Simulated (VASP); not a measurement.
# BaSi8 (Pm) in VASP: single point with PBE+D3(BJ)

Aim: the single point of BaSi8 with PBE+D3(BJ).

All numbers are computed with VASP 6.6.1; they aren't measurements. Logs are shortened: lines on timing, memory, paths and dates and some standing lists are left out, and cuts for length are marked.

## (1) The cell of the first run

Symmetry: Pm, No. 6, monoclinic system. The conventional cell has a = 6.733 Å, b = 3.887 Å, c = 8.809 Å, α = 90.00°, β = 90.00°, γ = 90.00°. Within 3.7 Å of Ba (site symmetry m) lie 10 Si at 2.78 to 3.58 Å. Within 3.2 Å of Si (site symmetry m) lie 3 Si at 2.42 Å and 2 Ba at 2.93 Å. Si (site symmetry m) has 3 Si at 2.42 Å and 1 Ba at 2.93 Å within 3.2 Å. Si (site symmetry m) has 3 Si at 2.42 Å and 1 Ba at 2.78 Å within 3.2 Å. Within 3.2 Å of Si (site symmetry m) lie 3 Si at 2.42 Å. Si (site symmetry m) has 3 Si at 2.42 Å within 3.2 Å. Si (site symmetry m) has 3 Si at 2.42 Å within 3.2 Å. Si (site symmetry m) has 3 Si at 2.42 Å and 2 Ba at 2.93 Å within 3.2 Å.

## (2) Single point, PBE+D3(BJ)

File INCAR:

```
SYSTEM = BaSi8
ALGO = Normal ; EDIFF = 1E-6
ENCUT = 520 ; GGA = PE
ISIF = 2 ; ISMEAR = 0
IVDW = 12 ; LASPH = .True.
LCHARG = .False. ; LREAL = .False.
LWAVE = .False. ; NBANDS = 31
NELM = 60 ; PREC = Accurate
SIGMA = 0.1
```

File KPOINTS:

```
k-points
0
Gamma
  4 4 2
  0 0 0
```

File POSCAR:

```
BaSi8
1.0
    6.7327066600      0.0000000000      0.0000000000
    0.0000000000      3.8871303800      0.0000000000
    0.0000000000      0.0000000000      8.8094212000
Ba Si
1 8
Direct
    0.8333333300      0.5000000000      0.6838940300
    0.6666666700      0.0000000000      0.8977213600
    0.1666666700      0.5000000000      0.8977213600
    0.8333333300      0.5000000000      0.0000000000
    0.3333333300      0.0000000000      0.0000000000
    0.0000000000      0.0000000000      0.3677880700
    0.5000000000      0.5000000000      0.3677880700
    0.6666666700      0.0000000000      0.4700667100
    0.1666666700      0.5000000000      0.4700667100
```

Potentials or basis: VASP PAW PBE potentials, release 64 (Ba_sv, Si).

The run is started by

```sh
$ cat potpaw_PBE.64/Ba_sv/POTCAR potpaw_PBE.64/Si/POTCAR > POTCAR
$ mpirun -np 1 vasp_std > vasp.out
```

OUTCAR:

```text
SYSTEM = BaSi8
   EDIFF = 1E-6
   ENCUT = 520
   GGA = PE
   ISIF = 2
   ISMEAR = 0
   IVDW = 12
   LASPH = .True.
   LREAL = .False.
   NELM = 60
   PREC = Accurate
 IVDW          = 12

 ion  position               nearest neighbor table
   1  0.833  0.500  0.684-   4 2.78   9 2.93   3 2.93   8 2.93   8 2.93   2 2.93   2 2.93   7 3.58
                             6 3.58   6 3.58
   2  0.667  0.000  0.898-   5 2.42   4 2.42   4 2.42   1 2.93   1 2.93
   3  0.167  0.500  0.898-   4 2.42   5 2.42   5 2.42   1 2.93
   4  0.833  0.500  0.000-   3 2.42   2 2.42   2 2.42   1 2.78
   5  0.333  0.000  0.000-   2 2.42   3 2.42   3 2.42
   6  0.000  0.000  0.368-   8 2.42   9 2.42   9 2.42   1 3.58   1 3.58
   7  0.500  0.500  0.368-   9 2.42   8 2.42   8 2.42   1 3.58
   8  0.667  0.000  0.470-   6 2.42   7 2.42   7 2.42   1 2.93   1 2.93
   9  0.167  0.500  0.470-   7 2.42   6 2.42   6 2.42   1 2.93

  LATTYP: Found a simple orthorhombic cell.
 ALAT       =     3.8871303800
 B/A-ratio  =     1.7320506394
 C/A-ratio  =     2.2663045329

  Lattice vectors:

 A1 = (   0.0000000000,  -3.8871303800,   0.0000000000)
 A2 = (   6.7327066600,   0.0000000000,   0.0000000000)
 A3 = (   0.0000000000,   0.0000000000,   8.8094212000)

Analysis of symmetry for initial positions (statically):
=====================================================================
 Subroutine PRICEL returns:
 Original cell was already a primitive cell.

 Routine SETGRP: Setting up the symmetry group for a
 simple orthorhombic supercell.

 Subroutine GETGRP returns: Found  2 space group operations
 (whereof  2 operations were pure point group operations)
 out of a pool of  8 trial point group operations.

The static configuration has the point symmetry C_1h.

Analysis of symmetry for dynamics (positions and initial velocities):
=====================================================================
 Subroutine PRICEL returns:
 Original cell was already a primitive cell.

 Routine SETGRP: Setting up the symmetry group for a
 simple orthorhombic supercell.

 Subroutine GETGRP returns: Found  2 space group operations
 (whereof  2 operations were pure point group operations)
 out of a pool of  8 trial point group operations.

The dynamic configuration has the point symmetry C_1h.

 Subroutine INISYM returns: Found  2 space group operations
 (whereof  2 operations are pure point group operations),
 and found     1 'primitive' translations

----------------------------------------------------------------------------------------

                                     Primitive cell

  volume of cell :     230.5506

  direct lattice vectors                    reciprocal lattice vectors
     6.732706660  0.000000000  0.000000000     0.148528675  0.000000000  0.000000000
     0.000000000  3.887130380  0.000000000     0.000000000  0.257259187  0.000000000
     0.000000000  0.000000000  8.809421200     0.000000000  0.000000000  0.113514836

  length of vectors
     6.732706660  3.887130380  8.809421200     0.148528675  0.257259187  0.113514836

  position of ions in fractional coordinates (direct lattice)
     0.833333330  0.500000000  0.683894030
     0.666666670  0.000000000  0.897721360
     0.166666670  0.500000000  0.897721360
     0.833333330  0.500000000  0.000000000
     0.333333330  0.000000000  0.000000000
     0.000000000  0.000000000  0.367788070
     0.500000000  0.500000000  0.367788070
     0.666666670  0.000000000  0.470066710
     0.166666670  0.500000000  0.470066710

  ion indices of the primitive-cell ions
   primitive index   ion index
                 1           1
                 2           2
                 3           3
                 4           4
                 5           5
                 6           6
                 7           7
                 8           8
                 9           9

----------------------------------------------------------------------------------------

 KPOINTS: k-points

Automatic generation of k-mesh.
 Grid dimensions read from file:
 generate k-points for:    4    4    2

 Generating k-lattice:

  Cartesian coordinates                     Fractional coordinates (reciprocal lattice)
     0.037132169  0.000000000  0.000000000     0.250000000  0.000000000  0.000000000
     0.000000000  0.064314797  0.000000000     0.000000000  0.250000000  0.000000000
     0.000000000  0.000000000  0.056757418     0.000000000  0.000000000  0.500000000

  Length of vectors
     0.037132169  0.064314797  0.056757418

  Shift w.r.t. Gamma in fractional coordinates (k-lattice)
     0.000000000  0.000000000  0.000000000

 Subroutine IBZKPT returns following result:
 ===========================================

 Found     18 irreducible k-points:

 Following reciprocal coordinates:
            Coordinates               Weight
  0.000000  0.000000  0.000000      1.000000
  0.250000  0.000000  0.000000      2.000000
  0.500000  0.000000  0.000000      1.000000
  0.000000  0.250000  0.000000      2.000000
  0.250000  0.250000  0.000000      4.000000
  0.500000  0.250000  0.000000      2.000000
[... 10 lines left out ...]
  0.250000  0.500000  0.500000      2.000000
  0.500000  0.500000  0.500000      1.000000
   k-points           NKPTS =     18   k-points in BZ     NKDIM =     18   number of bands    NBANDS=     31
   number of dos      NEDOS =    301   number of ions     NIONS =      9
   total plane-waves  NPLWV = 105000
   dimension x,y,z NGX =    50 NGY =   30 NGZ =   70
   dimension x,y,z NGXF=   100 NGYF=   60 NGZF=  140
   ions per type =               1   8
   NGX,Y,Z   is equivalent  to a cutoff of  12.35, 12.83, 13.21 a.u.
   NGXF,Y,Z  is equivalent  to a cutoff of  24.69, 25.66, 26.42 a.u.
 SYSTEM =  BaSi8
   PREC   = accura    normal or accurate (medium, high low for compatibility)
   ISTART =      0    job   : 0-new  1-cont  2-samecut
   ICHARG =      2    charge: 1-file 2-atom 10-const
   ISPIN  =      1    spin polarized calculation?
   LNONCOLLINEAR =      F non collinear calculations
   LSORBIT =      F    spin-orbit coupling
   LASPH  =      T    aspherical Exc in radial PAW
   ENCUT  =  520.0 eV  38.22 Ry    6.18 a.u.  12.52  7.23 16.38*2*pi/ulx,y,z
   NELM   =     60;   NELMIN=  2; NELMDL= -5     # of ELM steps
   EDIFF  = 0.1E-05   stopping-criterion for ELM
   LREAL  =      F    real-space projection
   EDIFFG = 0.1E-04   stopping-criterion for IOM
   NSW    =      0    number of steps for IOM
   IBRION =     -1    ionic relax: 0-MD 1-quasi-New 2-CG
   NFREE  =      0    steps in history (QN), initial steepest desc. (CG)
   ISIF   =      2    stress and relaxation
   ISYM   =      2    0-nonsym 1-usesym 2-fastsym
   POTIM  = 0.5000    time-step for ionic-motion
   TEBEG  =    0.0;   TEEND  =   0.0 temperature during run
   PSTRESS=    0.0 pullay stress
   NELECT =      42.0000    total number of electrons
   NUPDOWN=      -1.0000    fix difference up-down
   EMIN   =  10.00;   EMAX   =-10.00  energy-range for DOS
   EFERMI =   0.00;   METHOD = LEGACY
   ISMEAR =     0;   SIGMA  =   0.10  broadening in eV -4-tet -1-fermi 0-gaus
   EFERMI_NEDOS =   21; number of points for ismear=-14 and -15
   IALGO  =     38    algorithm
   IMIX   =      4    mixing-type and parameters
     AMIX     =   0.40;   BMIX     =  1.00
     AMIX_MAG =   1.60;   BMIX_MAG =  1.00
  volume/ion in A,a.u.               =      25.62       172.87
  Fermi-wavevector in a.u.,A,eV,Ry     =   0.928045  1.753751 11.718265  0.861268
  Thomas-Fermi vector in A             =   2.054180
   LORBIT       =      0    0 simple, 1 ext, 2 COOP (PROOUT), +10 PAW based schemes
   GGA     = PE    functional components
   LHFCALC =     F    Hartree Fock is set to
   AEXX    =    0.0000 exact exchange contribution
   IVDW    =    12    specifies the selected vdW correction
   LEPSILON=     F    determine dielectric tensor
   LRPA    =     F    only Hartree local field effects (RPA)
 non-spin polarized calculation
 Gauss-broadening in eV      SIGMA  =   0.10
  energy-cutoff  :      520.00
  volume of cell :      230.55
 maximum number of plane-waves:      6232
   NGX = 25   NGY = 15   NGZ = 33

 number of electron      41.9999999 magnetization

 Free energy of the ion-electron system (eV)
  ---------------------------------------------------
  ext. energy  EPLUGINS =         0.00000000
  ---------------------------------------------------
  free energy    TOTEN  =       -39.77061923 eV

  energy without entropy =      -39.75078263  energy(sigma->0) =      -39.76070093

 E-fermi :   3.7123     XC(G=0):  -8.7272

 val. band max:        3.6742630045   @ k =   0.2500   0.0000   0.0000
 cond. band min:       3.7161097940   @ k =   0.0000   0.5000   0.0000
 fundamental gap:      0.0418467895
 Fermi energy:         3.7122562454

 k-point     1 :       0.0000    0.0000    0.0000
  band No.  band energies     occupation
      1     -23.3284      2.00000
      2      -9.8126      2.00000
      3      -9.0682      2.00000
      4      -8.3621      2.00000
      5      -6.7648      2.00000
      6      -5.7986      2.00000
[... 23 lines left out ...]
     30       6.7225      0.00000
     31       6.9352      0.00000

 k-point     2 :       0.2500    0.0000    0.0000
  band No.  band energies     occupation
      1     -23.3283      2.00000
      2      -9.8028      2.00000
      3      -9.0865      2.00000
      4      -8.3619      2.00000
      5      -6.5592      2.00000
      6      -5.7823      2.00000
[... 23 lines left out ...]
     30       7.2288      0.00000
     31       7.2389      0.00000

 k-point     3 :       0.5000    0.0000    0.0000
  band No.  band energies     occupation
      1     -23.3283      2.00000
      2      -9.7928      2.00000
      3      -9.1041      2.00000
      4      -8.3618      2.00000
      5      -6.1203      2.00000
      6      -5.8087      2.00000
[... 23 lines left out ...]
     30       7.0596      0.00000
     31       7.6966      0.00000

 k-point     4 :       0.0000    0.2500    0.0000
  band No.  band energies     occupation
      1     -23.2831      2.00000
      2      -9.6210      2.00000
      3      -9.0792      2.00000
      4      -8.9166      2.00000
      5      -6.1412      2.00000
      6      -5.4190      2.00000
[... 23 lines left out ...]
     30       7.6197      0.00000
     31       7.9885      0.00000

 k-point     5 :       0.2500    0.2500    0.0000
  band No.  band energies     occupation
      1     -23.2831      2.00000
      2      -9.6142      2.00000
      3      -9.0834      2.00000
      4      -8.9233      2.00000
      5      -5.9499      2.00000
      6      -5.3566      2.00000
[... 23 lines left out ...]
     30       7.9131      0.00000
     31       8.0666      0.00000
[... 338 lines left out ...]
     30       7.4023      0.00000
     31       7.6641      0.00000

 k-point    16 :       0.0000    0.5000    0.5000
  band No.  band energies     occupation
      1     -23.2370      2.00000
      2      -9.5655      2.00000
      3      -9.4083      2.00000
      4      -8.8569      2.00000
      5      -4.8033      2.00000
      6      -4.5644      2.00000
[... 23 lines left out ...]
     30       8.3003      0.00000
     31       8.4944      0.00000

 k-point    17 :       0.2500    0.5000    0.5000
  band No.  band energies     occupation
      1     -23.2370      2.00000
      2      -9.5642      2.00000
      3      -9.4050      2.00000
      4      -8.8646      2.00000
      5      -4.7151      2.00000
      6      -4.4549      2.00000
[... 23 lines left out ...]
     30       7.3571      0.00000
     31       8.1030      0.00000

 k-point    18 :       0.5000    0.5000    0.5000
  band No.  band energies     occupation
      1     -23.2369      2.00000
      2      -9.5628      2.00000
      3      -9.4016      2.00000
      4      -8.8722      2.00000
      5      -4.5992      2.00000
      6      -4.3240      2.00000
[... 23 lines left out ...]
     30       7.3965      0.00000
     31       7.8791      0.00000

------------------------ aborting loop because EDIFF is reached ----------------------------------------

 Edisp (eV)   -2.49226

 E8    (eV) :    -1.0882

  FORCE on cell =-STRESS in cart. coord.  units (eV):
  Direction    XX          YY          ZZ          XY          YZ          ZX
  --------------------------------------------------------------------------------------
  -------------------------------------------------------------------------------------
  Total      -2.87361    -0.55308     6.09643     0.00000     0.00000    -0.09682
  in kB     -19.96975    -3.84356    42.36624     0.00000     0.00000    -0.67285
  external pressure =        6.18 kB  Pullay stress =        0.00 kB

 VOLUME and BASIS-vectors are now :
 -----------------------------------------------------------------------------
  energy-cutoff  :      520.00
  volume of cell :      230.55
      direct lattice vectors                 reciprocal lattice vectors
     6.732706660  0.000000000  0.000000000     0.148528675  0.000000000  0.000000000
     0.000000000  3.887130380  0.000000000     0.000000000  0.257259187  0.000000000
     0.000000000  0.000000000  8.809421200     0.000000000  0.000000000  0.113514836

 POSITION                                       TOTAL-FORCE (eV/Angst)
 -----------------------------------------------------------------------------------
      5.61059      1.94357      6.02471        -0.127796      0.000000     -2.259891
      4.48847      0.00000      7.90841        -1.101146      0.000000      2.230846
      1.12212      1.94357      7.90841         1.271389      0.000000      1.785062
      5.61059      1.94357      0.00000        -0.010928      0.000000      1.902014
      2.24424      0.00000      0.00000        -0.073426      0.000000     -0.940125
      0.00000      0.00000      3.24000         0.087008      0.000000      0.524731
      3.36635      1.94357      3.24000         0.001290      0.000000      0.526716
      4.48847      0.00000      4.14102        -1.143504      0.000000     -2.110251
      1.12212      1.94357      4.14102         1.097113      0.000000     -1.659101
 -----------------------------------------------------------------------------------
    total drift:                                0.000206      0.000000      0.000142

  FREE ENERGIE OF THE ION-ELECTRON SYSTEM (eV)
  ---------------------------------------------------
  free  energy   TOTEN  =       -42.2628773102 eV

  energy  without entropy=      -42.2430407089  energy(sigma->0) =      -42.25295901
```

Wall time 2.1 min (1 thread of Intel Xeon Platinum 8259CL at 2.50GHz (Skylake/Cascade Lake), shared host); peak memory 0.37 GiB.

Results:

- Free energy: -42.2629 eV
- Pressure: 0.6 GPa
- Largest force: 2.488 eV/Å
- Band gap on the k mesh: zero (band 21 reaches 4.10 eV, above the bottom of band 22 at 3.27 eV)
- Dispersion energy per atom: -0.277 eV

Forces in eV/Å, atoms in the order of the input:
```
Ba  -0.128  0.000 -2.260
Si  -1.101  0.000  2.231
Si   1.271  0.000  1.785
Si  -0.011  0.000  1.902
Si  -0.073  0.000 -0.940
Si   0.087  0.000  0.525
Si   0.001  0.000  0.527
Si  -1.144  0.000 -2.110
Si   1.097  0.000 -1.659
```

Levels at points of the mesh, in eV from the Fermi level:
```csv
k point,band 17,band 18,band 19,band 20,band 21,band 22,band 23,band 24,band 25,band 26
"(0.00, 0.00, 0.00)",-0.76,-0.54,-0.47,-0.34,-0.33,0.02,0.64,1.21,1.82,2.21
"(0.50, 0.00, 0.00)",-1.26,-1.16,-0.99,-0.78,-0.66,0.13,1.18,1.59,2.11,2.29
"(0.00, 0.50, 0.00)",-2.19,-1.81,-1.14,-0.59,-0.18,0.00,0.64,0.71,3.05,3.24
"(0.50, 0.50, 0.00)",-1.75,-1.69,-1.23,-1.22,-0.36,0.05,0.41,0.73,1.02,1.38
"(0.00, 0.00, 0.50)",-0.77,-0.47,-0.39,-0.34,-0.27,0.56,0.70,1.84,1.97,2.27
"(0.50, 0.00, 0.50)",-1.81,-1.15,-1.12,-1.04,-0.06,0.68,1.16,1.84,1.93,2.36
"(0.00, 0.50, 0.50)",-1.94,-1.52,-1.14,-1.02,-0.16,0.12,0.44,0.61,2.39,3.48
"(0.50, 0.50, 0.50)",-1.62,-1.46,-1.39,-1.29,-0.76,-0.44,0.53,0.81,1.22,1.67
```

Caveat: the k points lie up to 0.40 Å⁻¹ apart; spin-orbit coupling is left out, which moves the levels of the heavy elements; pairwise dispersion overbinds metals, which lowers pressure and volume; forces of over 1 eV/Å act on the atoms, so gaps and moduli don't describe the material at rest.
